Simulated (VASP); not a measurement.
# Ta (Cmcm) in VASP: a series of runs

Ta is run at these levels: PBE; tasks: single point.

Program: VASP 6.6.1. These are calculated values, not measurements. Logs are shortened: lines on timing, memory, paths and dates and some standing lists are left out, and cuts for length are marked.

### Step 1. The cell of the first run

Symmetry: Cmcm, No. 63, orthorhombic system. The conventional cell has a = 3.303 Å, b = 4.671 Å, c = 4.671 Å, α = 90.00°, β = 90.00°, γ = 90.00°. Within 3.8 Å of Ta (site symmetry m2m) lie 14 Ta at 2.86 to 3.48 Å.

### Step 2. Single point, PBE (mode 4 (91.0 1/cm) frozen in, largest displacement -0.120 Å)

File INCAR:

```
PREC = Accurate
ENCUT = 500
EDIFF = 1E-6
ISMEAR = 0
SIGMA = 0.15
LREAL = False
LASPH = True
NELM = 120
ALGO = Normal
ISIF = 2
LWAVE = False
LCHARG = False
GGA = PE
NBANDS = 18
GGA_COMPAT = False
```

File KPOINTS:

```
Automatic mesh
0
Gamma
  18 18 10
```

File POSCAR:

```
Ta
1.0
   -1.6512800000      1.6512800000      1.6512800000
    1.6512800000     -1.6512800000      1.6512800000
    3.3025600000      3.3025600000      0.0000000000
Ta
2
Direct
    0.0256930423     -0.0256930423      0.0000000000
    0.4743069577      0.5256930423      0.5000000000
```

Potentials or basis: VASP PAW PBE potentials, release 64 (Ta_pv).

Command:

```sh
$ cat potpaw_PBE.64/Ta_pv/POTCAR > POTCAR
$ mpirun -np 1 vasp_std > vasp.out
```

OUTCAR:

```text
PREC = Accurate
   ENCUT = 500
   EDIFF = 1E-6
   ISMEAR = 0
   LREAL = False
   LASPH = True
   NELM = 120
   ISIF = 2
   GGA = PE

 ion  position               nearest neighbor table
   1  0.026  0.974  0.000-   2 2.87   2 2.87   2 2.87   2 2.87   2 3.14   2 3.14   2 3.48   2 3.48

   2  0.474  0.526  0.500-   1 2.87   1 2.87   1 2.87   1 2.87   1 3.14   1 3.14   1 3.48   1 3.48

  LATTYP: Found a base centered orthorhombic cell.
 ALAT       =     3.3025600000
 B/A-ratio  =     1.4142135624
 C/A-ratio  =     1.4142135624

  Lattice vectors:

 A1 = (  -1.6512800000,   1.6512800000,   1.6512800000)
 A2 = (   1.6512800000,  -1.6512800000,   1.6512800000)
 A3 = (   3.3025600000,   3.3025600000,   0.0000000000)

Analysis of symmetry for initial positions (statically):
=====================================================================
 Subroutine PRICEL returns:
 Original cell was already a primitive cell.

 Routine SETGRP: Setting up the symmetry group for a
 base centered orthorhombic supercell.

 Subroutine GETGRP returns: Found  8 space group operations
 (whereof  4 operations were pure point group operations)
 out of a pool of  8 trial point group operations.

The static configuration has the point symmetry C_2v.
 The point group associated with its full space group is D_2h.

Analysis of symmetry for dynamics (positions and initial velocities):
=====================================================================
 Subroutine PRICEL returns:
 Original cell was already a primitive cell.

 Routine SETGRP: Setting up the symmetry group for a
 base centered orthorhombic supercell.

 Subroutine GETGRP returns: Found  8 space group operations
 (whereof  4 operations were pure point group operations)
 out of a pool of  8 trial point group operations.

The dynamic configuration has the point symmetry C_2v.
 The point group associated with its full space group is D_2h.

 Subroutine INISYM returns: Found  8 space group operations
 (whereof  4 operations are pure point group operations),
 and found     1 'primitive' translations

----------------------------------------------------------------------------------------

                                     Primitive cell

  volume of cell :      36.0207

  direct lattice vectors                    reciprocal lattice vectors
    -1.651280000  1.651280000  1.651280000    -0.151397704  0.151397704  0.302795407
     1.651280000 -1.651280000  1.651280000     0.151397704 -0.151397704  0.302795407
     3.302560000  3.302560000  0.000000000     0.151397704  0.151397704  0.000000000

  length of vectors
     2.860100858  2.860100858  4.670525143     0.370847122  0.370847122  0.214108686

  position of ions in fractional coordinates (direct lattice)
     0.025693042  0.974306958  0.000000000
     0.474306958  0.525693042  0.500000000

  ion indices of the primitive-cell ions
   primitive index   ion index
                 1           1
                 2           2

----------------------------------------------------------------------------------------

 KPOINTS: Automatic mesh

Automatic generation of k-mesh.
 Grid dimensions read from file:
 generate k-points for:   18   18   10

 Generating k-lattice:

  Cartesian coordinates                     Fractional coordinates (reciprocal lattice)
    -0.008410984  0.008410984  0.016821967     0.055555556  0.000000000  0.000000000
     0.008410984 -0.008410984  0.016821967     0.000000000  0.055555556  0.000000000
     0.015139770  0.015139770  0.000000000     0.000000000  0.000000000  0.100000000

  Length of vectors
     0.020602618  0.020602618  0.021410869

  Shift w.r.t. Gamma in fractional coordinates (k-lattice)
     0.000000000  0.000000000  0.000000000

 Subroutine IBZKPT returns following result:
 ===========================================

 Found    546 irreducible k-points:

 Following reciprocal coordinates:
            Coordinates               Weight
  0.000000  0.000000  0.000000      1.000000
  0.055556  0.000000  0.000000      4.000000
  0.111111  0.000000  0.000000      4.000000
  0.166667  0.000000  0.000000      4.000000
  0.222222  0.000000  0.000000      4.000000
  0.277778  0.000000  0.000000      4.000000
[... 16 lines left out ...]
 -0.277778  0.055556  0.000000      4.000000
 -0.222222  0.055556  0.000000      4.000000
 [... further k-points ...]
   k-points           NKPTS =    546   k-points in BZ     NKDIM =    546   number of bands    NBANDS=     18
   number of dos      NEDOS =    301   number of ions     NIONS =      2
   total plane-waves  NPLWV =  20736
   dimension x,y,z NGX =    24 NGY =   24 NGZ =   36
   dimension x,y,z NGXF=    48 NGYF=   48 NGZF=   72
   ions per type =               2
   NGX,Y,Z   is equivalent  to a cutoff of  13.95, 13.95, 12.81 a.u.
   NGXF,Y,Z  is equivalent  to a cutoff of  27.90, 27.90, 25.63 a.u.
 SYSTEM =  unknown system
   PREC   = accura    normal or accurate (medium, high low for compatibility)
   ISTART =      0    job   : 0-new  1-cont  2-samecut
   ICHARG =      2    charge: 1-file 2-atom 10-const
   ISPIN  =      1    spin polarized calculation?
   LNONCOLLINEAR =      F non collinear calculations
   LSORBIT =      F    spin-orbit coupling
   LASPH  =      T    aspherical Exc in radial PAW
   ENCUT  =  500.0 eV  36.75 Ry    6.06 a.u.   5.21  5.21  8.52*2*pi/ulx,y,z
   NELM   =    120;   NELMIN=  2; NELMDL= -5     # of ELM steps
   EDIFF  = 0.1E-05   stopping-criterion for ELM
   LREAL  =      F    real-space projection
   EDIFFG = 0.1E-04   stopping-criterion for IOM
   NSW    =      0    number of steps for IOM
   IBRION =     -1    ionic relax: 0-MD 1-quasi-New 2-CG
   NFREE  =      0    steps in history (QN), initial steepest desc. (CG)
   ISIF   =      2    stress and relaxation
   ISYM   =      2    0-nonsym 1-usesym 2-fastsym
   POTIM  = 0.5000    time-step for ionic-motion
   TEBEG  =    0.0;   TEEND  =   0.0 temperature during run
   PSTRESS=    0.0 pullay stress
   NELECT =      22.0000    total number of electrons
   NUPDOWN=      -1.0000    fix difference up-down
   EMIN   =  10.00;   EMAX   =-10.00  energy-range for DOS
   EFERMI =   0.00;   METHOD = LEGACY
   ISMEAR =     0;   SIGMA  =   0.15  broadening in eV -4-tet -1-fermi 0-gaus
   EFERMI_NEDOS =   21; number of points for ismear=-14 and -15
   IALGO  =     38    algorithm
   IMIX   =      4    mixing-type and parameters
     AMIX     =   0.40;   BMIX     =  1.00
     AMIX_MAG =   1.60;   BMIX_MAG =  1.00
  volume/ion in A,a.u.               =      18.01       121.54
  Fermi-wavevector in a.u.,A,eV,Ry     =   1.388988  2.624806 26.249534  1.929286
  Thomas-Fermi vector in A             =   2.513061
   LORBIT       =      0    0 simple, 1 ext, 2 COOP (PROOUT), +10 PAW based schemes
   GGA     = PE    functional components
   LHFCALC =     F    Hartree Fock is set to
   AEXX    =    0.0000 exact exchange contribution
   IVDW    =     0    specifies the selected vdW correction
   LEPSILON=     F    determine dielectric tensor
   LRPA    =     F    only Hartree local field effects (RPA)
 non-spin polarized calculation
 Gauss-broadening in eV      SIGMA  =   0.15
  energy-cutoff  :      500.00
  volume of cell :       36.02
 maximum number of plane-waves:       932
 NGX is ok and might be reduce to    24
   NGX = 11   NGY = 11   NGZ = 17

 number of electron      22.0000001 magnetization

 Free energy of the ion-electron system (eV)
  ---------------------------------------------------
  ext. energy  EPLUGINS =         0.00000000
  ---------------------------------------------------
  free energy    TOTEN  =       -23.55710926 eV

  energy without entropy =      -23.52568586  energy(sigma->0) =      -23.54139756

 E-fermi :   5.5859     XC(G=0): -12.6167

 val. band max:        5.5849867818   @ k =   0.3333   0.0556   0.4000
 cond. band min:       5.5863611861   @ k =   0.0556   0.0000   0.4000
 fundamental gap:      0.0013744043
 Fermi energy:         5.5858997363

 k-point     1 :       0.0000    0.0000    0.0000
  band No.  band energies     occupation
      1     -28.7477      2.00000
      2     -27.9483      2.00000
      3     -27.6031      2.00000
      4     -27.5907      2.00000
      5     -27.5754      2.00000
      6     -27.5688      2.00000
[... 10 lines left out ...]
     17      10.5763      0.00000
     18      12.8974      0.00000

 k-point     2 :       0.0556    0.0000    0.0000
  band No.  band energies     occupation
      1     -28.7365      2.00000
      2     -27.9591      2.00000
      3     -27.6211      2.00000
      4     -27.6120      2.00000
      5     -27.5813      2.00000
      6     -27.5761      2.00000
[... 10 lines left out ...]
     17      10.6835      0.00000
     18      13.0603      0.00000

 k-point     3 :       0.1111    0.0000    0.0000
  band No.  band energies     occupation
      1     -28.7031      2.00000
      2     -27.9953      2.00000
      3     -27.6950      2.00000
      4     -27.6592      2.00000
      5     -27.5992      2.00000
      6     -27.5825      2.00000
[... 10 lines left out ...]
     17      10.8698      0.00000
     18      13.5460      0.00000

 k-point     4 :       0.1667    0.0000    0.0000
  band No.  band energies     occupation
      1     -28.6493      2.00000
      2     -28.0652      2.00000
      3     -27.8220      2.00000
      4     -27.7009      2.00000
      5     -27.6293      2.00000
      6     -27.5913      2.00000
[... 375 lines left out ...]
      4     -27.7605      2.00000
      5     -27.7417      2.00000
      6     -27.6367      2.00000
[... 10 lines left out ...]
     17      10.7760      0.00000
     18      14.7343      0.00000

 k-point    23 :      -0.2778    0.0556    0.0000
  band No.  band energies     occupation
      1     -28.5331      2.00000
      2     -28.2708      2.00000
      3     -28.1204      2.00000
      4     -27.7512      2.00000
      5     -27.6818      2.00000
      6     -27.6224      2.00000
[... 10 lines left out ...]
     17      11.0094      0.00000
     18      15.1523      0.00000

 k-point    24 :      -0.2222    0.0556    0.0000
  band No.  band energies     occupation
      1     -28.6104      2.00000
      2     -28.1517      2.00000
      3     -27.9612      2.00000
      4     -27.7349      2.00000
      5     -27.6356      2.00000
      6     -27.6102      2.00000
[... 10 lines left out ...]
     17      11.2243      0.00000
     18      14.7451      0.00000

 [... further k-points ...]
[... 5 lines left out ...]
  --------------------------------------------------------------------------------------
  -------------------------------------------------------------------------------------
  Total        0.8920349      0.8920349      0.8732550      0.0092546      0.0000000     -0.0000000
  in kB       39.6771330     39.6771330     38.8418139      0.4116384      0.0000000     -0.0000000
  external PRESSURE =      39.3986933 kB  Pullay stress =       0.0000000 kB

 VOLUME and BASIS-vectors are now :
 -----------------------------------------------------------------------------
  energy-cutoff  :      500.00
  volume of cell :       36.02
      direct lattice vectors                 reciprocal lattice vectors
    -1.651280000  1.651280000  1.651280000    -0.151397704  0.151397704  0.302795407
     1.651280000 -1.651280000  1.651280000     0.151397704 -0.151397704  0.302795407
     3.302560000  3.302560000  0.000000000     0.151397704  0.151397704  0.000000000

 POSITION                                       TOTAL-FORCE (eV/Angst)
 -----------------------------------------------------------------------------------
      1.56643     -1.56643      1.65128         0.435043     -0.435043      0.000000
      1.73613      1.56643      1.65128        -0.435043      0.435043      0.000000
 -----------------------------------------------------------------------------------
    total drift:                                0.000000     -0.000000      0.000000

  FREE ENERGIE OF THE ION-ELECTRON SYSTEM (eV)
  ---------------------------------------------------
  free  energy   TOTEN  =       -23.5571092608 eV

  energy  without entropy=      -23.5256858606  energy(sigma->0) =      -23.54139756
```

Wall time 2.9 min (1 thread of Intel Xeon Platinum 8175M at 2.50GHz (Skylake/Cascade Lake), shared host); peak memory 0.37 GiB.

Results:

```yaml
Free_energy: -23.5571 eV
Pressure: 3.9 GPa
Largest_force: 0.615 eV/Å
Band_gap_on_the_k_mesh: zero (band 11 reaches 7.06 eV, above the bottom of band 12 at 4.45 eV)
```

Forces in eV/Å, atoms in the order of the input:
```
Ta   0.435 -0.435  0.000
Ta  -0.435  0.435  0.000
```

Levels at points of the mesh, in eV from the Fermi level:
```tsv
k point	band 7	band 8	band 9	band 10	band 11	band 12	band 13	band 14	band 15	band 16
(0.00, 0.00, 0.00)	-8.01	-4.47	-1.60	0.55	0.77	0.77	1.50	3.67	3.70	3.81
(0.50, 0.00, 0.00)	-3.34	-3.21	-2.05	-1.02	-0.97	-0.06	2.50	4.61	4.76	4.85
(0.50, 0.50, 0.00)	-4.40	-3.90	-3.81	-1.60	1.35	3.67	4.13	6.69	6.83	6.94
(0.00, 0.00, 0.50)	-5.72	-5.72	-0.73	-0.73	-0.18	-0.18	2.90	2.90	3.40	3.40
(0.50, 0.00, 0.50)	-4.45	-4.45	-1.59	-1.59	1.47	1.47	3.65	3.65	4.82	4.82
(0.50, 0.50, 0.50)	-3.22	-3.22	-1.87	-1.87	1.03	1.03	1.77	1.77	7.20	7.20
```

Caveat: the cell differs from its parent crystal (mode 4 (91.0 1/cm) frozen in, largest displacement -0.120 Å); spin-orbit coupling is left out, which moves the levels of the heavy elements.

### Step 3. Single point, PBE (mode 4 (91.0 1/cm) frozen in, largest displacement +0.090 Å)

File INCAR:

```
SYSTEM = Ta
ALGO     = Normal         ! electronic algorithm
EDIFF    = 1E-6           ! SCF threshold, eV
ENCUT    = 500            ! plane-wave cutoff, eV
GGA      = PE             ! functional
GGA_COMPAT= .False.      
ISIF     = 2              ! what is computed and relaxed
ISMEAR   = 0              ! smearing method
LASPH    = .True.         ! aspherical terms in the spheres
LCHARG   = .False.        ! write CHGCAR
LREAL    = .False.        ! projectors in reciprocal space
LWAVE    = .False.        ! write WAVECAR
NBANDS   = 18             ! bands
NELM     = 120            ! most SCF steps
PREC     = Accurate       ! precision mode
SIGMA    = 0.15           ! smearing width, eV
```

File KPOINTS:

```
k-points
0
Gamma
  18 18 10
  0 0 0
```

File POSCAR:

```
Ta
1.0
   -1.6512800000      1.6512800000      1.6512800000
    1.6512800000     -1.6512800000      1.6512800000
    3.3025600000      3.3025600000      0.0000000000
Ta
2
Direct
   -0.0192697817      0.0192697817      0.0000000000
    0.5192697817      0.4807302183      0.5000000000
```

Potentials or basis: VASP PAW PBE potentials, release 64 (Ta_pv).

Command:

```sh
$ cat potpaw_PBE.64/Ta_pv/POTCAR > POTCAR
$ mpirun -np 1 vasp_std > vasp.out
```

Run time: 2.9 min. Hardware: 1 thread of Intel Xeon Platinum 8175M at 2.50GHz (Skylake/Cascade Lake), shared host; peak memory 0.38 GiB.

Results (log left out):

- Free energy: -23.5901 eV
- Pressure: 3.6 GPa
- Largest force: 0.481 eV/Å
- Band gap on the k mesh: zero (band 11 reaches 7.06 eV, above the bottom of band 12 at 4.35 eV)

Forces on the atoms (eV/Å):
```
Ta  -0.340  0.340  0.000
Ta   0.340 -0.340  0.000
```

Levels at points of the mesh, in eV from the Fermi level:
```tsv
k point	band 7	band 8	band 9	band 10	band 11	band 12	band 13	band 14	band 15	band 16
(0.00, 0.00, 0.00)	-7.98	-4.44	-1.58	0.62	0.75	0.75	1.53	3.76	3.83	3.89
(0.50, 0.00, 0.00)	-3.26	-3.15	-1.89	-1.07	-0.91	-0.19	2.76	4.47	4.67	4.86
(0.50, 0.50, 0.00)	-4.39	-3.86	-3.81	-1.58	1.45	3.76	4.44	6.75	6.83	6.89
(0.00, 0.00, 0.50)	-5.68	-5.68	-0.66	-0.66	-0.15	-0.15	3.08	3.08	3.37	3.37
(0.50, 0.00, 0.50)	-4.42	-4.42	-1.57	-1.57	1.52	1.52	3.75	3.75	4.86	4.86
(0.50, 0.50, 0.50)	-3.11	-3.11	-1.88	-1.88	1.06	1.06	1.75	1.75	7.24	7.24
```

Caveat: the cell differs from its parent crystal (mode 4 (91.0 1/cm) frozen in, largest displacement +0.090 Å); spin-orbit coupling is left out, which moves the levels of the heavy elements.

### Step 4. Single point, PBE (mode 4 (91.0 1/cm) frozen in, largest displacement +0.105 Å)

File INCAR:

```
SYSTEM = Ta
ALGO = Normal
EDIFF = 1E-6
ENCUT = 500
GGA = PE
GGA_COMPAT = .False.
ISIF = 2
ISMEAR = 0
LASPH = .True.
LCHARG = .False.
LREAL = .False.
LWAVE = .False.
NBANDS = 18
NELM = 120
PREC = Accurate
SIGMA = 0.15
```

KPOINTS is that of step 3.

File POSCAR:

```
Ta
1.0
   -1.6512800000      1.6512800000      1.6512800000
    1.6512800000     -1.6512800000      1.6512800000
    3.3025600000      3.3025600000      0.0000000000
Ta
2
Direct
   -0.0224814120      0.0224814120      0.0000000000
    0.5224814120      0.4775185880      0.5000000000
```

Command:

```sh
$ cat potpaw_PBE.64/Ta_pv/POTCAR > POTCAR
$ mpirun -np 1 vasp_std > vasp.out
```

Run time: 3 min. Hardware: 1 thread of Intel Xeon Platinum 8175M at 2.50GHz (Skylake/Cascade Lake), shared host; peak memory 0.37 GiB.

The run converged. Its results:

* Free energy: -23.5746 eV
* Pressure: 3.8 GPa
* Largest force: 0.550 eV/Å
* Band gap on the k mesh: zero (band 11 reaches 7.06 eV, above the bottom of band 12 at 4.40 eV)

Forces in eV/Å, atoms in the order of the input:
```
Ta  -0.389  0.389  0.000
Ta   0.389 -0.389  0.000
```

Levels at points of the mesh, in eV from the Fermi level:
```tsv
k point	band 9	band 10	band 11	band 12	band 13	band 14
(0.00, 0.00, 0.00)	-1.59	0.59	0.76	0.76	1.52	3.72
(0.50, 0.00, 0.00)	-1.97	-1.02	-0.97	-0.12	2.63	4.61
(0.50, 0.50, 0.00)	-3.81	-1.59	1.40	3.72	4.29	6.72
(0.00, 0.00, 0.50)	-0.69	-0.69	-0.16	-0.16	2.99	2.99
(0.50, 0.00, 0.50)	-1.58	-1.58	1.49	1.49	3.70	3.70
(0.50, 0.50, 0.50)	-1.87	-1.87	1.05	1.05	1.76	1.76
```

Caveat: the cell differs from its parent crystal (mode 4 (91.0 1/cm) frozen in, largest displacement +0.105 Å); spin-orbit coupling is left out, which moves the levels of the heavy elements.
